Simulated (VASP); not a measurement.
# Si5As3 in VASP: a series of runs

The runs below take Si5As3 through single point, relaxation of cell and atoms, with PBE.

Program: VASP 6.6.1. These are calculated values, not measurements. Logs are shortened: lines on timing, memory, paths and dates and some standing lists are left out, and cuts for length are marked.

**1. The cell of the first run**

It takes space group P-31m (No. 162, trigonal). Conventional cell: a = 6.713 Å, b = 6.713 Å, c = 9.136 Å, α = 90.00°, β = 90.00°, γ = 120.00°. Within 3.1 Å of Si (site symmetry m) lie 3 Si at 2.35 to 2.38 Å and 1 As at 2.41 Å. Si (site symmetry 3) has 1 Si at 2.37 Å and 3 As at 2.41 Å within 3.1 Å. As (site symmetry m) has 3 Si at 2.41 Å within 3.2 Å.

**2. Single point, PBE (atoms taken out)**

INCAR reads:

```
SYSTEM = Si5As3
ALGO     = Normal         ! electronic algorithm
EDIFF    = 1E-6           ! SCF threshold, eV
ENCUT    = 520            ! plane-wave cutoff, eV
GGA      = PE             ! functional
ISIF     = 2              ! what is computed and relaxed
ISMEAR   = 0              ! smearing method
LASPH    = .TRUE.         ! aspherical terms in the spheres
LCHARG   = .TRUE.         ! write CHGCAR
LELF     = .TRUE.         ! ELF
LREAL    = Auto         
LVHAR    = .TRUE.       
LWAVE    = .FALSE.        ! write WAVECAR
NBANDS   = 49             ! bands
NELM     = 100            ! most SCF steps
PREC     = Accurate       ! precision mode
SIGMA    = 0.2            ! smearing width, eV
```

KPOINTS reads:

```
k-points
0
G
  3 3 2
  0 0 0
```

POSCAR reads:

```
Si5As3
1.0
    6.7128719706      0.0000000000      0.0000000000
   -3.3564359853      5.8135176589      0.0000000000
    0.0000000000      0.0000000000      9.1355449207
Si As
10 6
Direct
    0.3346855435      0.3346855435      0.5422505725
    0.3346855435      0.0000000000      0.4577494275
    0.6653144565      0.0000000000      0.5422505725
    0.6653144565      0.6653144565      0.4577494275
    0.6666666667      0.3333333333      0.1295423659
    0.6666666667      0.3333333333      0.8704576341
    0.0000000000      0.3346855435      0.4577494275
    0.0000000000      0.6653144565      0.5422505725
    0.3333333333      0.6666666667      0.8704576341
    0.3333333333      0.6666666667      0.1295423659
    0.3051418230      0.3051418230      0.8051725981
    0.3051418230      0.0000000000      0.1948274019
    0.6948581770      0.0000000000      0.8051725981
    0.6948581770      0.6948581770      0.1948274019
    0.0000000000      0.3051418230      0.1948274019
    0.0000000000      0.6948581770      0.8051725981
```

Potentials or basis: VASP PAW PBE potentials, release 64 (Si, As).

Run with:

```
cat potpaw_PBE.64/Si/POTCAR potpaw_PBE.64/As/POTCAR > POTCAR
mpirun -np 1 vasp_std > vasp.out
```

OUTCAR:

```text
SYSTEM = Si5As3
   EDIFF = 1E-6
   ENCUT = 520
   GGA = PE
   ISIF = 2
   ISMEAR = 0
   LASPH = .TRUE.
   LREAL = Auto
   NELM = 100
   PREC = Accurate

 ion  position               nearest neighbor table
   1  0.335  0.335  0.542-   4 2.35   7 2.38   2 2.38  11 2.41
   2  0.335  0.000  0.458-   3 2.35   1 2.38   8 2.38  12 2.41
   3  0.665  0.000  0.542-   2 2.35   4 2.38   7 2.38  13 2.41
   4  0.665  0.665  0.458-   1 2.35   8 2.38   3 2.38  14 2.41
   5  0.667  0.333  0.130-   6 2.37  15 2.41  12 2.41  14 2.41
   6  0.667  0.333  0.870-   5 2.37  13 2.41  16 2.41  11 2.41
   7  0.000  0.335  0.458-   8 2.35   1 2.38   3 2.38  15 2.41
   8  0.000  0.665  0.542-   7 2.35   4 2.38   2 2.38  16 2.41
   9  0.333  0.667  0.870-  10 2.37  16 2.41  13 2.41  11 2.41
  10  0.333  0.667  0.130-   9 2.37  12 2.41  15 2.41  14 2.41
  11  0.305  0.305  0.805-   1 2.41   6 2.41   9 2.41
  12  0.305  0.000  0.195-   2 2.41  10 2.41   5 2.41
  13  0.695  0.000  0.805-   3 2.41   6 2.41   9 2.41
  14  0.695  0.695  0.195-   4 2.41  10 2.41   5 2.41
  15  0.000  0.305  0.195-   7 2.41   5 2.41  10 2.41
  16  0.000  0.695  0.805-   8 2.41   9 2.41   6 2.41

  LATTYP: Found a hexagonal cell.
 ALAT       =     6.7128719706
 C/A-ratio  =     1.3608996210

  Lattice vectors:

 A1 = (   6.7128719706,   0.0000000000,   0.0000000000)
 A2 = (  -3.3564359853,   5.8135176589,   0.0000000000)
 A3 = (   0.0000000000,   0.0000000000,   9.1355449207)

Analysis of symmetry for initial positions (statically):
=====================================================================
 Subroutine PRICEL returns:
 Original cell was already a primitive cell.

 Routine SETGRP: Setting up the symmetry group for a
 hexagonal supercell.

 Subroutine GETGRP returns: Found 12 space group operations
 (whereof 12 operations were pure point group operations)
 out of a pool of 24 trial point group operations.

The static configuration has the point symmetry D_3d.

Analysis of symmetry for dynamics (positions and initial velocities):
=====================================================================
 Subroutine PRICEL returns:
 Original cell was already a primitive cell.

 Routine SETGRP: Setting up the symmetry group for a
 hexagonal supercell.

 Subroutine GETGRP returns: Found 12 space group operations
 (whereof 12 operations were pure point group operations)
 out of a pool of 24 trial point group operations.

The dynamic configuration has the point symmetry D_3d.

 Subroutine INISYM returns: Found 12 space group operations
 (whereof 12 operations are pure point group operations),
 and found     1 'primitive' translations

----------------------------------------------------------------------------------------

                                     Primitive cell

  volume of cell :     356.5183

  direct lattice vectors                    reciprocal lattice vectors
     6.712871971  0.000000000  0.000000000     0.148967536  0.086006447  0.000000000
    -3.356435985  5.813517659  0.000000000     0.000000000  0.172012895  0.000000000
     0.000000000  0.000000000  9.135544921     0.000000000  0.000000000  0.109462545

  length of vectors
     6.712871971  6.712871971  9.135544921     0.172012895  0.172012895  0.109462545

  position of ions in fractional coordinates (direct lattice)
     0.334685544  0.334685544  0.542250573
     0.334685544  0.000000000  0.457749427
     0.665314456  0.000000000  0.542250573
     0.665314456  0.665314456  0.457749427
     0.666666667  0.333333333  0.129542366
     0.666666667  0.333333333  0.870457634
[... 8 lines left out ...]
     1.000000000  0.305141823  0.194827402
     1.000000000  0.694858177  0.805172598

  ion indices of the primitive-cell ions
   primitive index   ion index
                 1           1
                 2           2
                 3           3
                 4           4
                 5           5
                 6           6
[... 8 lines left out ...]
                15          15
                16          16

----------------------------------------------------------------------------------------

 KPOINTS: k-points

Automatic generation of k-mesh.
 Grid dimensions read from file:
 generate k-points for:    3    3    2

 Generating k-lattice:

  Cartesian coordinates                     Fractional coordinates (reciprocal lattice)
     0.049655845  0.028668816  0.000000000     0.333333333  0.000000000  0.000000000
     0.000000000  0.057337632  0.000000000     0.000000000  0.333333333  0.000000000
     0.000000000  0.000000000  0.054731273     0.000000000  0.000000000  0.500000000

  Length of vectors
     0.057337632  0.057337632  0.054731273

  Shift w.r.t. Gamma in fractional coordinates (k-lattice)
     0.000000000  0.000000000  0.000000000

 Subroutine IBZKPT returns following result:
 ===========================================

 Found      6 irreducible k-points:

 Following reciprocal coordinates:
            Coordinates               Weight
  0.000000  0.000000  0.000000      1.000000
  0.333333  0.000000  0.000000      6.000000
  0.333333  0.333333  0.000000      2.000000
  0.000000  0.000000  0.500000      1.000000
  0.333333  0.000000  0.500000      6.000000
  0.333333  0.333333  0.500000      2.000000
   k-points           NKPTS =      6   k-points in BZ     NKDIM =      6   number of bands    NBANDS=     49
   number of dos      NEDOS =    301   number of ions     NIONS =     16
   total plane-waves  NPLWV = 175000
   dimension x,y,z NGX =    50 NGY =   50 NGZ =   70
   dimension x,y,z NGXF=   100 NGYF=  100 NGZF=  140
   ions per type =              10   6
   NGX,Y,Z   is equivalent  to a cutoff of  12.38, 12.38, 12.74 a.u.
   NGXF,Y,Z  is equivalent  to a cutoff of  24.77, 24.77, 25.48 a.u.
 SYSTEM =  Si5As3
   PREC   = accura    normal or accurate (medium, high low for compatibility)
   ISTART =      0    job   : 0-new  1-cont  2-samecut
   ICHARG =      2    charge: 1-file 2-atom 10-const
   ISPIN  =      1    spin polarized calculation?
   LNONCOLLINEAR =      F non collinear calculations
   LSORBIT =      F    spin-orbit coupling
   LASPH  =      T    aspherical Exc in radial PAW
   ENCUT  =  520.0 eV  38.22 Ry    6.18 a.u.  12.48 12.48 16.99*2*pi/ulx,y,z
   NELM   =    100;   NELMIN=  2; NELMDL= -5     # of ELM steps
   EDIFF  = 0.1E-05   stopping-criterion for ELM
   LREAL  =      T    real-space projection
   EDIFFG = 0.1E-04   stopping-criterion for IOM
   NSW    =      0    number of steps for IOM
   IBRION =     -1    ionic relax: 0-MD 1-quasi-New 2-CG
   NFREE  =      0    steps in history (QN), initial steepest desc. (CG)
   ISIF   =      2    stress and relaxation
   ISYM   =      2    0-nonsym 1-usesym 2-fastsym
   POTIM  = 0.5000    time-step for ionic-motion
   TEBEG  =    0.0;   TEEND  =   0.0 temperature during run
   PSTRESS=    0.0 pullay stress
   NELECT =      70.0000    total number of electrons
   NUPDOWN=      -1.0000    fix difference up-down
   EMIN   =  10.00;   EMAX   =-10.00  energy-range for DOS
   EFERMI =   0.00;   METHOD = LEGACY
   ISMEAR =     0;   SIGMA  =   0.20  broadening in eV -4-tet -1-fermi 0-gaus
   EFERMI_NEDOS =   21; number of points for ismear=-14 and -15
   IALGO  =     38    algorithm
   IMIX   =      4    mixing-type and parameters
     AMIX     =   0.40;   BMIX     =  1.00
     AMIX_MAG =   1.60;   BMIX_MAG =  1.00
  volume/ion in A,a.u.               =      22.28       150.37
  Fermi-wavevector in a.u.,A,eV,Ry     =   0.951510  1.798094 12.318336  0.905372
  Thomas-Fermi vector in A             =   2.079987
   LORBIT       =      0    0 simple, 1 ext, 2 COOP (PROOUT), +10 PAW based schemes
   GGA     = PE    functional components
   LHFCALC =     F    Hartree Fock is set to
   AEXX    =    0.0000 exact exchange contribution
   IVDW    =     0    specifies the selected vdW correction
   LEPSILON=     F    determine dielectric tensor
   LRPA    =     F    only Hartree local field effects (RPA)
 non-spin polarized calculation
 Gauss-broadening in eV      SIGMA  =   0.20
  energy-cutoff  :      520.00
  volume of cell :      356.52
 maximum number of plane-waves:      9648
 NGX is ok and might be reduce to    50
   NGX = 25   NGY = 25   NGZ = 33

 number of electron      70.0000000 magnetization

 Free energy of the ion-electron system (eV)
  ---------------------------------------------------
  ext. energy  EPLUGINS =         0.00000000
  ---------------------------------------------------
  free energy    TOTEN  =       -82.54232096 eV

  energy without entropy =      -82.54012476  energy(sigma->0) =      -82.54122286

 E-fermi :   5.2498     XC(G=0):  -9.2163

 val. band max:        4.9296831926   @ k =   0.0000   0.0000   0.0000
 cond. band min:       5.6359120529   @ k =   0.3333   0.3333   0.0000
 fundamental gap:      0.7062288603
 Fermi energy:         5.2498374015

 k-point     1 :       0.0000    0.0000    0.0000
  band No.  band energies     occupation
      1      -8.2478      2.00000
      2      -7.3963      2.00000
      3      -6.1616      2.00000
      4      -6.1616      2.00000
      5      -6.1575      2.00000
      6      -6.1575      2.00000
[... 39 lines left out ...]
     46       7.8465      0.00000
     47       8.1650      0.00000

 k-point     2 :       0.3333    0.0000    0.0000
  band No.  band energies     occupation
      1      -7.9060      2.00000
      2      -7.1048      2.00000
      3      -6.9204      2.00000
      4      -6.4709      2.00000
      5      -6.3383      2.00000
      6      -6.2816      2.00000
[... 39 lines left out ...]
     46       7.8311      0.00000
     47       8.0486      0.00000

 k-point     3 :       0.3333    0.3333    0.0000
  band No.  band energies     occupation
      1      -7.3740      2.00000
      2      -7.3740      2.00000
      3      -6.8815      2.00000
      4      -6.7008      2.00000
      5      -6.7008      2.00000
      6      -6.3480      2.00000
[... 39 lines left out ...]
     46       7.4865      0.00000
     47       8.0276      0.00000

 k-point     4 :       0.0000    0.0000    0.5000
  band No.  band energies     occupation
      1      -8.0158      2.00000
      2      -7.8312      2.00000
      3      -6.1738      2.00000
      4      -6.1738      2.00000
      5      -6.1409      2.00000
      6      -6.1409      2.00000
[... 39 lines left out ...]
     46       8.1643      0.00000
     47       8.1644      0.00000

 k-point     5 :       0.3333    0.0000    0.5000
  band No.  band energies     occupation
      1      -7.6937      2.00000
      2      -7.4970      2.00000
      3      -6.7476      2.00000
      4      -6.6538      2.00000
      5      -6.3446      2.00000
      6      -6.3120      2.00000
[... 39 lines left out ...]
     46       8.0808      0.00000
     47       8.1142      0.00000

 k-point     6 :       0.3333    0.3333    0.5000
  band No.  band energies     occupation
      1      -7.2116      2.00000
      2      -7.2116      2.00000
      3      -6.9782      2.00000
      4      -6.9782      2.00000
      5      -6.7424      2.00000
      6      -6.5567      2.00000
[... 39 lines left out ...]
     46       7.5542      0.00000
     47       7.9565      0.00000
 [bands above 47 left out]

------------------------ aborting loop because EDIFF is reached ----------------------------------------

  FORCE on cell =-STRESS in cart. coord.  units (eV):
  Direction    XX          YY          ZZ          XY          YZ          ZX
  --------------------------------------------------------------------------------------
  -------------------------------------------------------------------------------------
  Total        0.0923804      0.0923804      0.5670100      0.0000000      0.0000000     -0.0000000
  in kB        0.4151532      0.4151532      2.5481179      0.0000000      0.0000000     -0.0000000
  external PRESSURE =       1.1261414 kB  Pullay stress =       0.0000000 kB

 VOLUME and BASIS-vectors are now :
 -----------------------------------------------------------------------------
  energy-cutoff  :      520.00
  volume of cell :      356.52
      direct lattice vectors                 reciprocal lattice vectors
     6.712871971  0.000000000  0.000000000     0.148967536  0.086006447  0.000000000
    -3.356435985  5.813517659  0.000000000     0.000000000  0.172012895  0.000000000
     0.000000000  0.000000000  9.135544921     0.000000000  0.000000000  0.109462545

 POSITION                                       TOTAL-FORCE (eV/Angst)
 -----------------------------------------------------------------------------------
      1.12335      1.94570      4.95375        -0.003280     -0.005681     -0.019458
      2.24670      0.00000      4.18179        -0.006559     -0.000000      0.019458
      4.46617      0.00000      4.95375         0.006559      0.000000     -0.019458
      2.23309      3.86782      4.18179         0.003280      0.005681      0.019458
      3.35644      1.93784      1.18344        -0.000000      0.000000     -0.003810
      3.35644      1.93784      7.95210        -0.000000      0.000000      0.003810
[... 8 lines left out ...]
     -1.02419      1.77395      1.77985         0.008169     -0.014149     -0.029173
     -2.33225      4.03957      7.35569        -0.008169      0.014149      0.029173
 -----------------------------------------------------------------------------------
    total drift:                               -0.000000      0.000000     -0.000000

  FREE ENERGIE OF THE ION-ELECTRON SYSTEM (eV)
  ---------------------------------------------------
  free  energy   TOTEN  =       -82.5423209625 eV

  energy  without entropy=      -82.5401247558  energy(sigma->0) =      -82.54122286
```

It took 71 s on 1 thread of Intel Xeon 6975P-C (Granite Rapids), shared host; peak memory 0.41 GiB.

Results:

```
Free energy            : -82.5423 eV
Pressure               : 0.1 GPa
Largest force          : 0.033 eV/Å
Band gap on the k mesh : 0.71 eV (least direct gap 0.80 eV)
```

Forces on the atoms (eV/Å):
```
Si  -0.003 -0.006 -0.019
Si  -0.007  0.000  0.019
Si   0.007  0.000 -0.019
Si   0.003  0.006  0.019
Si   0.000  0.000 -0.004
Si   0.000  0.000  0.004
Si   0.003 -0.006  0.019
Si  -0.003  0.006 -0.019
Si   0.000  0.000  0.004
Si   0.000  0.000 -0.004
As  -0.008 -0.014  0.029
As  -0.016  0.000 -0.029
As   0.016  0.000  0.029
As   0.008  0.014 -0.029
As   0.008 -0.014 -0.029
As  -0.008  0.014  0.029
```

Levels at points of the mesh, in eV from the valence-band top:
```csv
k point,band 32,band 33,band 34,band 35,band 36,band 37,band 38,band 39
"(0.00, 0.00, 0.00)",-0.82,-0.82,0.00,0.00,0.80,1.35,1.35,1.47
"(0.00, 0.00, 0.50)",-0.71,-0.71,-0.15,-0.15,0.96,1.41,1.49,2.75
```

Caveat: the cell differs from its parent crystal (atoms taken out); an odd mesh through Γ misses points on the zone boundary, where band edges can lie.

(Continued in part 2 of 2.)
